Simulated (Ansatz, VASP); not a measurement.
## Two plane-wave programs on Al2O3

```
Al O
1.0
     3.01748    0.00000    0.00000
    -1.50874    2.61322    0.00000
     0.00000    0.00000    7.57464
Al O
2 3
Direct
  0.00000 0.00000 0.27795
  0.00000 0.00000 0.72205
  0.33333 0.66667 0.19945
  0.66667 0.33333 0.80055
  0.00000 0.00000 0.50000
```

Alike in both runs: task relaxation of cell and atoms; functional BLYP; dispersion D3(BJ); k mesh 12 × 12 × 4; no spin polarisation.

|  | VASP | Ansatz |
| --- | --- | --- |
| version | VASP 6.6.1 | Ansatz 0.2.0 |
| potentials or method | VASP PAW PBE potentials, release 64 (Al, O) | plane waves, PAW |
| plane-wave cutoff (eV) | 600 | 420 |
| occupations | gaussian, width 0.01 eV | fixed |
| valence electrons in the cell | 24 | 24 |

```csv
,VASP,Ansatz,Ansatz less VASP
relaxed volume (Å³/atom),11.22,11.24,+0.022
relaxed cell length with the largest relative difference (Å),7.198,7.225,+0.0273
```

VASP's potentials were made for PBE, not for BLYP.
